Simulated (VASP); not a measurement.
Here is a VASP 6.6.1 calculation.

Contents of INCAR:

```
ALGO     = Normal         # electronic algorithm
EDIFF    = 1E-7           # SCF threshold, eV
EDIFFG   = -0.02          # ionic threshold
ENCUT    = 520            # plane-wave cutoff, eV
GGA      = PE             # functional
GGA_COMPAT= F            
IBRION   = 2              # ionic algorithm
ISIF     = 2              # what is computed and relaxed
ISMEAR   = 0              # smearing method
KPAR     = 4            
LASPH    = T              # aspherical terms in the spheres
LCHARG   = F              # write CHGCAR
LREAL    = F              # projectors in reciprocal space
LWAVE    = F              # write WAVECAR
NELECT   = 120.0        
NELM     = 120            # most SCF steps
NELMIN   = 4            
NSW      = 70             # ionic steps
PREC     = Accurate       # precision mode
SIGMA    = 0.05           # smearing width, eV
```

Contents of KPOINTS:

```
k-points
0
Gamma
  4 4 4
```

File POSCAR:

```
K7F8
1.0
    0.0000000000      5.4191884945     -5.4191884945
    5.4191884945      5.4191884945      0.0000000000
    5.4191884945      0.0000000000     -5.4191884945
K F
7 8
Direct
    0.5000000000      0.0000000000      0.0000000000
    1.0000000000      0.5000000000      0.0000000000
    1.0000000000      0.0000000000      0.0000000000
    0.5000000000      0.5000000000      0.5000000000
    0.5000000000      0.0000000000      0.5000000000
    1.0000000000      0.5000000000      0.5000000000
    1.0000000000      0.0000000000      0.5000000000
    0.2500000000      0.7500000000      0.2500000000
    0.2500000000      0.2500000000      0.2500000000
    0.7500000000      0.7500000000      0.2500000000
    0.7500000000      0.2500000000      0.2500000000
    0.2500000000      0.7500000000      0.7500000000
    0.2500000000      0.2500000000      0.7500000000
    0.7500000000      0.7500000000      0.7500000000
    0.7500000000      0.2500000000      0.7500000000
```

Potentials or basis: VASP PAW PBE potentials, release 64 (K_sv, F).

Run with:

```console
$ cat potpaw_PBE.64/K_sv/POTCAR potpaw_PBE.64/F/POTCAR > POTCAR
$ mpirun -np 4 vasp_std > vasp.out
```

(1) Estimate the energy gained by relaxing.

## Answers

(1) 14.5 meV/atom.

Caveat: the cell carries a net charge on a neutralising background, which shifts energy and pressure; the cell differs from its parent crystal (atoms taken out).
